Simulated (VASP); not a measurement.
Cu:

```xyz
2
Lattice="1.2185 -3.9764 0.0000 1.2185 3.9764 0.0000 0.0000 0.0000 2.4755" Properties=species:S:1:pos:R:3 pbc="T T T"
Cu    1.2185   -2.9118    1.8566
Cu    1.2185    2.9118    0.6189
```

Base run:

```yaml
Program: VASP 6.6.1
Functional: PBE
Potentials_or_basis: VASP PAW PBE potentials, release 64 (Cu_sv_GW)
Cutoff: 700 eV
k_mesh: 11 × 11 × 11
Occupations: fermi-dirac, width 0.05 eV
Spin: no spin polarisation
```

Its results: band gap on the k mesh zero (band 19 reaches 11.18 eV, above the bottom of band 20 at 5.81 eV); pressure 1.4 GPa; largest force 0.043 eV/Å.

Problem. The run is repeated on the same cell with these changes: potentials or basis from VASP PAW PBE potentials, release 64 (Cu_sv_GW) to VASP PAW PBE potentials, release 64 (Cu); cutoff from 700 eV to 520 eV; further incar settings from ALGO = Normal; EDIFF = 1e-06; NBANDS = 26 to ALGO = Fast; EDIFF = 1e-06; NBANDS = 18; valence electrons from 38 to 22. What comes out?

Solution. Band gap on the k mesh zero (band 11 reaches 11.23 eV, above the bottom of band 12 at 5.76 eV); pressure 7.8 GPa; largest force 0.053 eV/Å.
